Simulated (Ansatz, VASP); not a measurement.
# One calculation of Ru, two programs

```
Ru
1.0
     2.70595    0.00000    0.00000
    -1.35297    2.34342    0.00000
     0.00000    0.00000    4.25791
Ru
2
Direct
  0.33333 0.66667 0.25000
  0.66667 0.33333 0.75000
```

Alike in both runs: task single point; functional r2SCAN; k mesh 19 × 19 × 11; occupations fermi-dirac, width 0.1 eV; no spin polarisation.

|  | VASP | Ansatz |
| --- | --- | --- |
| version | VASP 6.6.1 | Ansatz 0.2.0 |
| potentials or method | VASP PAW PBE potentials, release 64 (Ru_sv), cutoff 620 eV | plane waves (500 eV) with PAW, scalar-relativistic |
| valence electrons in the cell | 32 | 32 |

|  | VASP | Ansatz | Ansatz less VASP |
| --- | --- | --- | --- |
| pressure (GPa) | 0.1 | 0.0 | -0.13 |
| traceless stress, the component that is largest in VASP (GPa) | 0.51 | 0.49 | -0.015 |

VASP's potentials were made for PBE, not for r2SCAN.
